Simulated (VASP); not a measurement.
**F: single point with PBE**

Crystal: F.

```
F
1.0
     2.75000   -1.64000    0.00000
     2.75000    1.64000    0.00000
    -1.53472    0.00000    7.11639
F
4
Direct
  0.97527 0.58597 0.09944
  0.39800 0.03200 0.40030
  0.03200 0.39800 0.90030
  0.60200 0.96800 0.59970
```

This cell differs from its parent crystal: one atom moved.

```
Program             : VASP 6.6.1
Task                : single point
Functional          : PBE
Potentials or basis : VASP PAW PBE potentials, release 64 (F)
Cutoff              : 520 eV
k mesh              : 10 × 10 × 4
Occupations         : gaussian, width 0.02 eV
Spin                : no spin polarisation
```

* Pressure: -3.6 GPa
* Largest force: 1.661 eV/Å
* Band gap on the k mesh: 1.98 eV

Forces on the atoms (eV/Å):
```
F   -0.071 -0.368 -1.293
F    0.112 -0.500  1.579
F    0.071  0.368  1.294
F   -0.112  0.501 -1.580
```

Stress tensor (GPa, compression positive):
```
  0.29   0.05  -0.47
  0.05  -0.72   0.47
 -0.47   0.47 -10.39
```

Levels at points of the mesh, in eV from the valence-band top:
| k point | band 10 | band 11 | band 12 | band 13 | band 14 | band 15 | band 16 | band 17 | band 18 | band 19 |
| --- | --- | --- | --- | --- | --- | --- | --- | --- | --- | --- |
| (0.00, 0.00, 0.00) | -2.63 | -0.27 | -0.17 | -0.10 | 0.00 | 1.98 | 2.97 | 9.38 | 11.63 | 12.62 |
| (0.50, 0.00, 0.00) | -2.85 | -0.54 | -0.54 | -0.18 | -0.15 | 2.51 | 2.66 | 13.88 | 14.12 | 15.65 |
| (0.00, 0.50, 0.00) | -2.84 | -0.55 | -0.54 | -0.20 | -0.14 | 2.51 | 2.66 | 13.91 | 14.10 | 15.69 |
| (0.50, 0.50, 0.00) | -2.79 | -0.71 | -0.42 | -0.41 | -0.10 | 2.43 | 2.72 | 14.20 | 14.63 | 14.76 |
| (0.00, 0.00, 0.50) | -2.66 | -0.22 | -0.19 | -0.09 | -0.07 | 2.40 | 2.55 | 10.15 | 10.19 | 15.00 |
| (0.50, 0.00, 0.50) | -2.76 | -0.66 | -0.36 | -0.29 | 0.00 | 2.36 | 2.75 | 14.17 | 14.27 | 14.68 |
| (0.00, 0.50, 0.50) | -2.76 | -0.65 | -0.37 | -0.31 | -0.01 | 2.40 | 2.72 | 14.18 | 14.28 | 14.70 |
| (0.50, 0.50, 0.50) | -2.88 | -0.58 | -0.58 | -0.29 | -0.26 | 2.52 | 2.68 | 14.17 | 14.17 | 15.72 |

It took 70 s on 1 thread of Intel(R) Xeon(R) 6975P-C (Granite Rapids), with other jobs on the host, peak memory 0.3 GiB.

Caveat: the cell differs from its parent crystal (one atom moved); the cell stands under tension; forces of over 1 eV/Å act on the atoms, so gaps and moduli don't describe the material at rest. A k mesh can miss the band edges.
